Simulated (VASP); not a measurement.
Here is a VASP 6.6.1 calculation.

File INCAR:

```
SYSTEM = Si
PREC     = Accurate       ! precision mode
ENCUT    = 520            ! plane-wave cutoff, eV
EDIFF    = 1E-6           ! SCF threshold, eV
ISMEAR   = 0              ! smearing method
SIGMA    = 0.05           ! smearing width, eV
LREAL    = .FALSE.        ! projectors in reciprocal space
LASPH    = .TRUE.         ! aspherical terms in the spheres
NELM     = 100            ! most SCF steps
ALGO     = Normal         ! electronic algorithm
ISIF     = 2              ! what is computed and relaxed
LWAVE    = .FALSE.        ! write WAVECAR
LCHARG   = .FALSE.        ! write CHGCAR
GGA      = PE             ! functional
NBANDS   = 11             ! bands
```

File KPOINTS:

```
regular mesh
0
G
  10 10 10
  0 0 0
```

POSCAR

```
Si
1.0
    0.0000000000      2.4664404823      2.9587420026
    2.4664404823      0.0000000000      2.9587420026
    2.4664404823      2.4664404823      0.0000000000
Si
2
Direct
    0.5000000000      0.5000000000      0.5000000000
    0.7500000000      0.7500000000      0.7500000000
```

Potentials or basis: VASP PAW PBE potentials, release 64 (Si).

The run is started by

```console
$ cat potpaw_PBE.64/Si/POTCAR > POTCAR
$ mpirun -np 1 vasp_std > vasp.out
```

What does it give for the band gap on the k mesh?

Zero (band 4 reaches 7.58 eV, above the bottom of band 5 at 6.88 eV).

Estimate the pressure.

12.7 GPa.

Stress tensor (GPa, compression positive):
```
19.83  0.00  0.00
 0.00 19.83  0.00
 0.00  0.00 -1.48
```
